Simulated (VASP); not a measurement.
# Li2TiO2 (P4/mmm) in VASP: notebook

Runs on Li2TiO2. Level: PBE. Tasks: single point, relaxation of cell and atoms.

Program: VASP 6.6.1. These are calculated values, not measurements. Logs are shortened: lines on timing, memory, paths and dates and some standing lists are left out, and cuts for length are marked.

### 1 The cell of the first run

Symmetry: P4/mmm, No. 123, tetragonal system. Conventional cell: a = 4.519 Å, b = 4.519 Å, c = 3.124 Å, α = 90.00°, β = 90.00°, γ = 90.00°. Within 3.0 Å of Li (site symmetry mmm) lie 2 Ti at 2.26 Å and 6 O at 2.26 to 2.75 Å. Ti (site symmetry 4/mmm) has 2 O at 1.56 Å within 2.1 Å. O (site symmetry 4/mmm) has 2 Ti at 1.56 Å within 2.1 Å. Within 3.0 Å of O (site symmetry 4/mmm) lie 4 Li at 2.26 Å.

### 2 Single point, PBE, collinear spin, ferromagnetic start

File INCAR:

```
PREC = Accurate
ENCUT = 520
EDIFF = 1E-7
ISMEAR = 0
SIGMA = 0.1
LREAL = False
LASPH = True
NELM = 150
ALGO = Normal
ISIF = 2
LWAVE = False
LCHARG = False
ISPIN = 2
MAGMOM = 0 0 1 0 0
LORBIT = 11
LMAXMIX = 4
GGA = PE
NBANDS = 27
```

File KPOINTS:

```
regular mesh
0
Gamma
  4 4 6
```

File POSCAR:

```
Li2TiO2
1.0
    4.5192140200      0.0000000000      0.0000000000
    0.0000000000      4.5192140200      0.0000000000
    0.0000000000      0.0000000000      3.1242549900
Li Ti O
2 1 2
Direct
    0.5000000000      0.0000000000      0.0000000000
    0.0000000000      0.5000000000      0.0000000000
    0.0000000000      0.0000000000      0.0000000000
    0.0000000000      0.0000000000      0.5000000000
    0.5000000000      0.5000000000      0.0000000000
```

Potentials or basis: VASP PAW PBE potentials, release 64 (Li_sv, Ti_sv, O).

Command:

```sh
cat potpaw_PBE.64/Li_sv/POTCAR potpaw_PBE.64/Ti_sv/POTCAR potpaw_PBE.64/O/POTCAR > POTCAR
mpirun -np 1 vasp_std > vasp.out
```

OUTCAR:

```text
PREC = Accurate
   ENCUT = 520
   EDIFF = 1E-7
   ISMEAR = 0
   LREAL = False
   LASPH = True
   NELM = 150
   ISIF = 2
   ISPIN = 2
   LORBIT = 11
   GGA = PE

 ion  position               nearest neighbor table
   1  0.500  0.000  0.000-   3 2.26   5 2.26   5 2.26   3 2.26
   2  0.000  0.500  0.000-   3 2.26   5 2.26   3 2.26   5 2.26
   3  0.000  0.000  0.000-   4 1.56   4 1.56   1 2.26   2 2.26   2 2.26   1 2.26
   4  0.000  0.000  0.500-   3 1.56   3 1.56
   5  0.500  0.500  0.000-   1 2.26   2 2.26   1 2.26   2 2.26

  LATTYP: Found a simple tetragonal cell.
 ALAT       =     4.5192140200
 C/A-ratio  =     0.6913270706

  Lattice vectors:

 A1 = (   4.5192140200,   0.0000000000,   0.0000000000)
 A2 = (   0.0000000000,   4.5192140200,   0.0000000000)
 A3 = (   0.0000000000,   0.0000000000,   3.1242549900)

Analysis of symmetry for initial positions (statically):
=====================================================================
 Subroutine PRICEL returns:
 Original cell was already a primitive cell.

 Routine SETGRP: Setting up the symmetry group for a
 simple tetragonal supercell.

 Subroutine GETGRP returns: Found 16 space group operations
 (whereof 16 operations were pure point group operations)
 out of a pool of 16 trial point group operations.

The static configuration has the point symmetry D_4h.

Analysis of symmetry for dynamics (positions and initial velocities):
=====================================================================
 Subroutine PRICEL returns:
 Original cell was already a primitive cell.

 Routine SETGRP: Setting up the symmetry group for a
 simple tetragonal supercell.

 Subroutine GETGRP returns: Found 16 space group operations
 (whereof 16 operations were pure point group operations)
 out of a pool of 16 trial point group operations.

The dynamic configuration has the point symmetry D_4h.

Analysis of structural, dynamic, and magnetic symmetry:
=====================================================================
 Subroutine PRICEL returns:
 Original cell was already a primitive cell.

 Routine SETGRP: Setting up the symmetry group for a
 simple tetragonal supercell.

 Subroutine GETGRP returns: Found 16 space group operations
 (whereof 16 operations were pure point group operations)
 out of a pool of 16 trial point group operations.

The overall configuration has the point symmetry D_4h.

 Subroutine INISYM returns: Found 16 space group operations
 (whereof 16 operations are pure point group operations),
 and found     1 'primitive' translations

----------------------------------------------------------------------------------------

                                     Primitive cell

  volume of cell :      63.8076

  direct lattice vectors                    reciprocal lattice vectors
     4.519214020  0.000000000  0.000000000     0.221277416  0.000000000  0.000000000
     0.000000000  4.519214020  0.000000000     0.000000000  0.221277416  0.000000000
     0.000000000  0.000000000  3.124254990     0.000000000  0.000000000  0.320076307

  length of vectors
     4.519214020  4.519214020  3.124254990     0.221277416  0.221277416  0.320076307

  position of ions in fractional coordinates (direct lattice)
     0.500000000  0.000000000  0.000000000
     0.000000000  0.500000000  0.000000000
     0.000000000  0.000000000  0.000000000
     0.000000000  0.000000000  0.500000000
     0.500000000  0.500000000  0.000000000

  ion indices of the primitive-cell ions
   primitive index   ion index
                 1           1
                 2           2
                 3           3
                 4           4
                 5           5

----------------------------------------------------------------------------------------

 KPOINTS: regular mesh

Automatic generation of k-mesh.
 Grid dimensions read from file:
 generate k-points for:    4    4    6

 Generating k-lattice:

  Cartesian coordinates                     Fractional coordinates (reciprocal lattice)
     0.055319354  0.000000000  0.000000000     0.250000000  0.000000000  0.000000000
     0.000000000  0.055319354  0.000000000     0.000000000  0.250000000  0.000000000
     0.000000000  0.000000000  0.053346051     0.000000000  0.000000000  0.166666667

  Length of vectors
     0.055319354  0.055319354  0.053346051

  Shift w.r.t. Gamma in fractional coordinates (k-lattice)
     0.000000000  0.000000000  0.000000000

 Subroutine IBZKPT returns following result:
 ===========================================

 Found     24 irreducible k-points:

 Following reciprocal coordinates:
            Coordinates               Weight
  0.000000  0.000000  0.000000      1.000000
  0.250000  0.000000  0.000000      4.000000
  0.500000  0.000000  0.000000      2.000000
  0.250000  0.250000  0.000000      4.000000
  0.500000  0.250000  0.000000      4.000000
  0.500000  0.500000  0.000000      1.000000
[... 16 lines left out ...]
  0.500000  0.250000  0.500000      4.000000
[... 27 lines left out ...]
   POTIM  = 0.5000    time-step for ionic-motion
   TEBEG  =    0.0;   TEEND  =   0.0 temperature during run
   PSTRESS=    0.0 pullay stress
   NELECT =      30.0000    total number of electrons
   NUPDOWN=      -1.0000    fix difference up-down
   EMIN   =  10.00;   EMAX   =-10.00  energy-range for DOS
   EFERMI =   0.00;   METHOD = LEGACY
   ISMEAR =     0;   SIGMA  =   0.10  broadening in eV -4-tet -1-fermi 0-gaus
   EFERMI_NEDOS =   21; number of points for ismear=-14 and -15
   IALGO  =     38    algorithm
   IMIX   =      4    mixing-type and parameters
     AMIX     =   0.40;   BMIX     =  1.00
     AMIX_MAG =   1.60;   BMIX_MAG =  1.00
  volume/ion in A,a.u.               =      12.76        86.12
  Fermi-wavevector in a.u.,A,eV,Ry     =   1.272989  2.405599 22.048238  1.620500
  Thomas-Fermi vector in A             =   2.405837
   LORBIT       =     11    0 simple, 1 ext, 2 COOP (PROOUT), +10 PAW based schemes
   GGA     = PE    functional components
   LHFCALC =     F    Hartree Fock is set to
   AEXX    =    0.0000 exact exchange contribution
   IVDW    =     0    specifies the selected vdW correction
   LEPSILON=     F    determine dielectric tensor
   LRPA    =     F    only Hartree local field effects (RPA)
 spin polarized calculation
 Gauss-broadening in eV      SIGMA  =   0.10
  energy-cutoff  :      520.00
  volume of cell :       63.81
 maximum number of plane-waves:      1735
 NGX is ok and might be reduce to    36
   NGX = 17   NGY = 17   NGZ = 11

 number of electron      30.0000007 magnetization       1.4051286

 Free energy of the ion-electron system (eV)
  ---------------------------------------------------
  ext. energy  EPLUGINS =         0.00000000
  ---------------------------------------------------
  free energy    TOTEN  =       -20.36839675 eV

  energy without entropy =      -20.35896482  energy(sigma->0) =      -20.36368079

 E-fermi :   3.8677     XC(G=0):  -9.1991

 val. band max:        3.8616418624   @ k =   0.0000   0.0000   0.0000
 cond. band min:       3.8811938392   @ k =   0.2500   0.2500   0.5000
 fundamental gap:      0.0195519768
 Fermi energy:         3.8676854775

 spin component 1

 k-point     1 :       0.0000    0.0000    0.0000
  band No.  band energies     occupation
      1     -53.7701      1.00000
      2     -43.3059      1.00000
      3     -43.3026      1.00000
      4     -31.0631      1.00000
      5     -30.0685      1.00000
      6     -30.0685      1.00000
[... 709 lines left out ...]
     26      12.7193      0.00000
     27      15.4394      0.00000
 Fermi energy:         3.8676854775

 spin component 2

 k-point     1 :       0.0000    0.0000    0.0000
  band No.  band energies     occupation
      1     -52.9221      1.00000
      2     -43.2208      1.00000
      3     -43.2174      1.00000
      4     -30.6884      1.00000
      5     -28.9625      1.00000
      6     -28.9625      1.00000
[... 709 lines left out ...]
     26      12.9150      0.00000
     27      15.5479      0.00000

------------------------ aborting loop because EDIFF is reached ----------------------------------------

  FORCE on cell =-STRESS in cart. coord.  units (eV):
  Direction    XX          YY          ZZ          XY          YZ          ZX
  --------------------------------------------------------------------------------------
  -------------------------------------------------------------------------------------
  Total        1.1091000      1.1091000     52.6981950      0.0000000      0.0000000      0.0000000
  in kB       27.8489621     27.8489621   1323.2260202      0.0000000      0.0000000      0.0000000
  external PRESSURE =     459.6413148 kB  Pullay stress =       0.0000000 kB

 VOLUME and BASIS-vectors are now :
 -----------------------------------------------------------------------------
  energy-cutoff  :      520.00
  volume of cell :       63.81
      direct lattice vectors                 reciprocal lattice vectors
     4.519214020  0.000000000  0.000000000     0.221277416  0.000000000  0.000000000
     0.000000000  4.519214020  0.000000000     0.000000000  0.221277416  0.000000000
     0.000000000  0.000000000  3.124254990     0.000000000  0.000000000  0.320076307

 POSITION                                       TOTAL-FORCE (eV/Angst)
 -----------------------------------------------------------------------------------
      2.25961      0.00000      0.00000         0.000000      0.000000      0.000000
      0.00000      2.25961      0.00000         0.000000      0.000000      0.000000
      0.00000      0.00000      0.00000         0.000000      0.000000      0.000000
      0.00000      0.00000      1.56213         0.000000      0.000000      0.000000
      2.25961      2.25961      0.00000         0.000000      0.000000      0.000000
 -----------------------------------------------------------------------------------
    total drift:                                0.000000      0.000000     -0.000000

  FREE ENERGIE OF THE ION-ELECTRON SYSTEM (eV)
  ---------------------------------------------------
  free  energy   TOTEN  =       -20.3683967525 eV

  energy  without entropy=      -20.3589648213  energy(sigma->0) =      -20.36368079

 total charge

# of ion       s       p       d       tot
------------------------------------------
    1        2.033   0.077   0.000   2.110
    2        2.033   0.077   0.000   2.110
    3        2.334   6.474   2.618  11.426
    4        1.643   3.699   0.000   5.343
    5        1.574   3.222   0.000   4.796
--------------------------------------------------
tot          9.617  13.550   2.618  25.785

 magnetization (x)

# of ion       s       p       d       tot
------------------------------------------
    1        0.013   0.031   0.000   0.044
    2        0.013   0.031   0.000   0.044
    3        0.068   0.010   0.927   1.005
    4        0.000  -0.032   0.000  -0.032
    5        0.003  -0.023   0.000  -0.020
--------------------------------------------------
tot          0.097   0.016   0.927   1.041
```

Wall time 84 s (1 thread of Intel Xeon Platinum 8259CL at 2.50GHz (Skylake/Cascade Lake), shared host); peak memory 0.23 GiB.

What came out:

| Quantity | Value |
| --- | --- |
| Free energy | -20.3684 eV |
| Net moment | 1.41 μB per cell |
| Site moments | Li +0.04; Ti +1.00; O -0.03, -0.02 μB |
| Valence electrons inside the program's atomic spheres | Li 2.11; Ti 11.43; O 5.34, 4.80 |

Caveat: the cutoff is under 1.25 times the usual one of these potentials, so pressure, stress and relaxed cells hold a basis-set (Pulay) error.

### 3 Single point, PBE, collinear spin, ferromagnetic start

This run uses another cell than the first one, of 15.92 Å³/atom, 1.247 times its volume.

File INCAR:

```
SYSTEM = Li2TiO2
PREC     = Accurate       ! precision mode
ENCUT    = 520            ! plane-wave cutoff, eV
EDIFF    = 1E-7           ! SCF threshold, eV
ISMEAR   = 0              ! smearing method
SIGMA    = 0.1            ! smearing width, eV
LREAL    = .FALSE.        ! projectors in reciprocal space
LASPH    = .TRUE.         ! aspherical terms in the spheres
NELM     = 150            ! most SCF steps
ALGO     = Normal         ! electronic algorithm
ISIF     = 2              ! what is computed and relaxed
LWAVE    = .FALSE.        ! write WAVECAR
LCHARG   = .FALSE.        ! write CHGCAR
ISPIN    = 2              ! spin polarisation
MAGMOM   = 0 0 1 0 0      ! initial moments
LORBIT   = 11             ! projections on sites
LMAXMIX  = 4              ! l up to which the mixer works
GGA      = PE             ! functional
NBANDS   = 27             ! bands
```

File KPOINTS:

```
regular mesh
0
G
  4 4 6
  0 0 0
```

POSCAR: that of step 2 with these lines changed.

```diff
@@ -2,5 +2,5 @@
 1.0
-    4.5192140200      0.0000000000      0.0000000000
-    0.0000000000      4.5192140200      0.0000000000
-    0.0000000000      0.0000000000      3.1242549900
+    4.6139874211      0.0000000000      0.0000000000
+    0.0000000000      4.6139874211      0.0000000000
+    0.0000000000      0.0000000000      3.7389415562
 Li Ti O
```

Potentials or basis: VASP PAW PBE potentials, release 64 (Li_sv, Ti_sv, O).

Command:

```sh
cat potpaw_PBE.64/Li_sv/POTCAR potpaw_PBE.64/Ti_sv/POTCAR potpaw_PBE.64/O/POTCAR > POTCAR
mpirun -np 1 vasp_std > vasp.out
```

Wall time 1.7 min (1 thread of Intel Xeon Platinum 8259CL at 2.50GHz (Skylake/Cascade Lake), shared host); peak memory 0.25 GiB.

Results (log left out):

* Free energy: -24.4819 eV
* Band gap on the k mesh: zero (filled and empty bands overlap)
* Net moment: 1.96 μB per cell
* Site moments: Li +0.05; Ti +1.40; O -0.08, -0.04 μB
* Valence electrons inside the program's atomic spheres: Li 2.09; Ti 10.45; O 5.02, 4.79

Levels at points of the mesh, in eV from the Fermi level:
Spin up:
| k point | band 14 | band 15 | band 16 | band 17 | band 18 | band 19 |
| --- | --- | --- | --- | --- | --- | --- |
| (0.00, 0.00, 0.00) | -1.55 | -1.00 | -0.60 | -0.09 | 0.34 | 0.34 |
| (0.50, 0.00, 0.00) | -1.16 | -0.73 | 0.34 | 0.35 | 0.38 | 0.58 |
| (0.50, 0.50, 0.00) | -1.45 | -1.24 | -0.52 | -0.48 | 0.13 | 0.13 |
| (0.00, 0.00, 0.50) | -1.61 | -0.82 | -0.66 | 0.01 | 2.60 | 2.60 |
| (0.50, 0.00, 0.50) | -1.18 | -1.05 | 0.62 | 0.77 | 2.54 | 2.60 |
| (0.50, 0.50, 0.50) | -1.22 | -1.17 | -1.07 | -0.28 | 2.51 | 2.51 |
Spin down:
```csv
k point,band 11,band 12,band 13,band 14,band 15,band 16,band 17,band 18
"(0.00, 0.00, 0.00)",-3.57,-2.09,-2.09,-0.64,-0.36,1.09,1.15,1.17
"(0.50, 0.00, 0.00)",-3.54,-2.70,-2.42,-0.68,1.00,1.08,1.19,1.47
"(0.50, 0.50, 0.00)",-3.52,-1.90,-1.90,-0.56,0.15,0.60,0.96,0.96
"(0.00, 0.00, 0.50)",-4.68,-2.13,-2.13,-1.62,0.85,1.20,1.47,3.27
"(0.50, 0.00, 0.50)",-4.67,-2.36,-2.26,-1.23,1.19,1.61,2.03,3.18
"(0.50, 0.50, 0.50)",-4.90,-2.01,-2.01,-1.27,0.61,0.85,1.15,3.12
```

Caveat: the cutoff is under 1.25 times the usual one of these potentials, so pressure, stress and relaxed cells hold a basis-set (Pulay) error.

### 4 Relaxation of cell and atoms, PBE, collinear spin, ferromagnetic start

File INCAR:

```
SYSTEM = Li2TiO2
  PREC = Accurate
  ENCUT = 600
  EDIFF = 1E-7
  ISMEAR = 0
  SIGMA = 0.1
  LREAL = .False.
  LASPH = .True.
  NELM = 150
  ALGO = Normal
  ISIF = 3
  LWAVE = .False.
  LCHARG = .False.
  ISPIN = 2
  MAGMOM = 0 0 1 0 0
  LORBIT = 11
  LMAXMIX = 4
  GGA = PE
  IBRION = 2
  NSW = 90
  EDIFFG = -0.04
```

File KPOINTS:

```
regular mesh
0
Gamma
  4 4 6
  0 0 0
```

POSCAR: that of step 3 with these lines changed.

```diff
@@ -2,5 +2,5 @@
 1.0
-    4.6139874211      0.0000000000      0.0000000000
-    0.0000000000      4.6139874211      0.0000000000
-    0.0000000000      0.0000000000      3.7389415562
+    4.5192140200      0.0000000000      0.0000000000
+    0.0000000000      4.5192140200      0.0000000000
+    0.0000000000      0.0000000000      3.1242549900
 Li Ti O
```

Command:

```sh
cat potpaw_PBE.64/Li_sv/POTCAR potpaw_PBE.64/Ti_sv/POTCAR potpaw_PBE.64/O/POTCAR > POTCAR
mpirun -np 1 vasp_std > vasp.out
```

It took 9.1 min on 1 thread of Intel Xeon Platinum 8259CL at 2.50GHz (Skylake/Cascade Lake), shared host; peak memory 0.26 GiB.

Results (log left out):

```yaml
Free_energy: -24.4482 eV
Relaxed_volume: 15.74 Å³/atom
Relaxed_cell: a = 4.594 Å, b = 4.594 Å, c = 3.729 Å, α = 90.00°, β = 90.00°, γ = 90.00°
Space_group_after_relaxing_to_0.05_Å: P4/mmm (No. 123)
Energy_gained_by_relaxing: 815.0 meV/atom
Ionic_steps: 9
Pressure_after_relaxing: 0.2 GPa
Band_gap_on_the_k_mesh: zero (filled and empty bands overlap)
Net_moment: 1.96 μB per cell
Site_moments: Li +0.05; Ti +1.40; O -0.08, -0.04 μB
Valence_electrons_inside_the_program's_atomic_spheres: Li 2.09; Ti 10.46; O 5.03, 4.79
```

Stress tensor (GPa, compression positive):
```
0.19 0.00 0.00
0.00 0.19 0.00
0.00 0.00 0.35
```

Step by step:
```tsv
step	energy change (eV)	largest force (eV/Å)	pressure (GPa)	volume (Å³)
1	0.0000	0.0000	45.85	63.81
2	0.2854	0.0000	-16.42	98.21
3	-4.0420	0.0000	-1.32	78.18
4	-4.0623	0.0000	-0.13	77.40
5	-4.0666	0.0000	0.80	76.84
6	-4.0657	0.0000	0.38	77.10
7	-4.0710	0.0000	0.78	77.46
8	-4.0712	0.0000	0.90	77.56
9	-4.0748	0.0000	0.25	78.69
```

Final structure:
```
Li Ti O
1.0
     4.59366    0.00000    0.00000
     0.00000    4.59366    0.00000
     0.00000    0.00000    3.72917
Li Ti O
2 1 2
Direct
  0.50000 0.00000 0.00000
  0.00000 0.50000 0.00000
  0.00000 0.00000 0.00000
  0.00000 0.00000 0.50000
  0.50000 0.50000 0.00000
```

Levels at points of the mesh, in eV from the Fermi level:
Spin up:
| k point | band 13 | band 14 | band 15 | band 16 | band 17 | band 18 | band 19 | band 20 |
| --- | --- | --- | --- | --- | --- | --- | --- | --- |
| (0.00, 0.00, 0.00) | -2.09 | -1.54 | -1.00 | -0.64 | -0.10 | 0.33 | 0.33 | 3.60 |
| (0.50, 0.00, 0.00) | -2.62 | -1.17 | -0.77 | 0.33 | 0.34 | 0.39 | 0.58 | 2.83 |
| (0.50, 0.50, 0.00) | -1.89 | -1.46 | -1.25 | -0.55 | -0.49 | 0.12 | 0.12 | 4.66 |
| (0.00, 0.00, 0.50) | -2.20 | -1.67 | -0.81 | -0.64 | 0.00 | 2.62 | 2.62 | 3.20 |
| (0.50, 0.00, 0.50) | -2.45 | -1.23 | -1.05 | 0.62 | 0.79 | 2.56 | 2.62 | 3.36 |
| (0.50, 0.50, 0.50) | -2.09 | -1.27 | -1.17 | -1.07 | -0.29 | 2.52 | 2.52 | 5.11 |
Spin down:
```csv
k point,band 12,band 13,band 14,band 15,band 16,band 17
"(0.00, 0.00, 0.00)",-2.14,-2.14,-0.68,-0.35,1.09,1.15
"(0.50, 0.00, 0.00)",-2.75,-2.48,-0.72,0.99,1.07,1.18
"(0.50, 0.50, 0.00)",-1.94,-1.94,-0.60,0.14,0.59,0.95
"(0.00, 0.00, 0.50)",-2.19,-2.19,-1.67,0.87,1.20,1.48
"(0.50, 0.00, 0.50)",-2.41,-2.32,-1.28,1.18,1.62,2.06
"(0.50, 0.50, 0.50)",-2.06,-2.06,-1.32,0.61,0.85,1.14
```

Caveat: the cutoff is under 1.25 times the usual one of these potentials, so pressure, stress and relaxed cells hold a basis-set (Pulay) error; the volume moved by over 15 % at a fixed basis, so the end points are rough.

### 5 Overview

```csv
task,cell,cutoff (eV),gap on the mesh (eV),moment (μB)
single point,"a = 4.519, b = 4.519, c = 3.124 Å, 5 atoms",520,none,1.41
single point,"a = 4.614, b = 4.614, c = 3.739 Å, 5 atoms",520,none,1.96
relaxation of cell and atoms,"relaxed from a = 4.519, b = 4.519, c = 3.124 Å, 5 atoms",600,none,1.96
```

Alike in all rows: level PBE; potentials or basis VASP PAW PBE potentials, release 64 (Li_sv, Ti_sv, O); spin collinear, ferromagnetic start; k mesh 4 × 4 × 6; smearing gaussian 0.1 eV.

Caveats: the cutoff is under 1.25 times the usual one of these potentials, so pressure, stress and relaxed cells hold a basis-set (Pulay) error; the volume moved by over 15 % at a fixed basis, so the end points are rough (some runs).

Absolute energies hang on the potentials; compare differences alone.
